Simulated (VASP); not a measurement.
C: single point with LDA

C:

```
CELL_PARAMETERS angstrom
1.21596 -2.14796 0.00912
1.22325 2.15217 -0.04137
-0.09419 -0.08515 7.14765
ATOMIC_POSITIONS crystal
C 0.10349 0.94562 0.74880
C 0.59081 0.41384 0.23941
C 0.92426 0.08600 0.24211
C 0.42852 0.58933 0.74862
```

```json
{
  "Program": "VASP 6.6.1",
  "Task": "single point",
  "Functional": "LDA",
  "Potentials or basis": "VASP PAW LDA potentials, release 64 (C)",
  "Cutoff": "520 eV",
  "k mesh": "10 × 10 × 4",
  "Occupations": "gaussian, width 0.1 eV",
  "Spin": "no spin polarisation"
}
```

```
Pressure               : -4.0 GPa
Largest force          : 2.927 eV/Å
Band gap on the k mesh : 0.99 eV
```

Forces on the atoms (eV/Å):
```
C   -2.218 -1.910  0.024
C    0.401  0.385  0.335
C   -0.397 -0.387 -0.323
C    2.215  1.911 -0.036
```

Stress tensor (GPa, compression positive):
```
  3.22   0.33   0.01
  0.33 -14.24   0.07
  0.01   0.07  -1.03
```

Levels at points of the mesh, in eV from the valence-band top:
| k point | band 5 | band 6 | band 7 | band 8 | band 9 | band 10 | band 11 | band 12 |
| --- | --- | --- | --- | --- | --- | --- | --- | --- |
| (0.00, 0.00, 0.00) | -3.16 | -2.69 | -2.23 | -1.73 | 3.93 | 7.75 | 8.70 | 9.02 |
| (0.50, 0.00, 0.00) | -6.04 | -5.97 | -1.90 | -1.76 | 2.27 | 2.49 | 7.62 | 7.78 |
| (0.00, 0.50, 0.00) | -5.98 | -5.59 | -1.90 | -1.47 | 1.73 | 2.41 | 7.90 | 8.08 |
| (0.50, 0.50, 0.00) | -5.86 | -5.57 | -2.55 | -1.49 | 1.64 | 3.03 | 8.28 | 8.59 |
| (0.00, 0.00, 0.50) | -3.16 | -2.69 | -2.23 | -1.73 | 6.00 | 6.27 | 7.75 | 8.70 |
| (0.50, 0.00, 0.50) | -6.04 | -5.97 | -1.86 | -1.70 | 2.13 | 2.35 | 7.61 | 7.79 |
| (0.00, 0.50, 0.50) | -5.98 | -5.59 | -1.86 | -1.39 | 1.57 | 2.29 | 7.90 | 8.08 |
| (0.50, 0.50, 0.50) | -5.86 | -5.57 | -2.21 | -1.89 | 2.03 | 2.53 | 8.34 | 8.53 |

It took 2.9 min on 1 thread of Intel Xeon 8259CL, with other jobs on the host, peak memory 0.19 GiB.

Caveat: forces of over 1 eV/Å act on the atoms, so gaps and moduli don't describe the material at rest. A k mesh can miss the band edges.
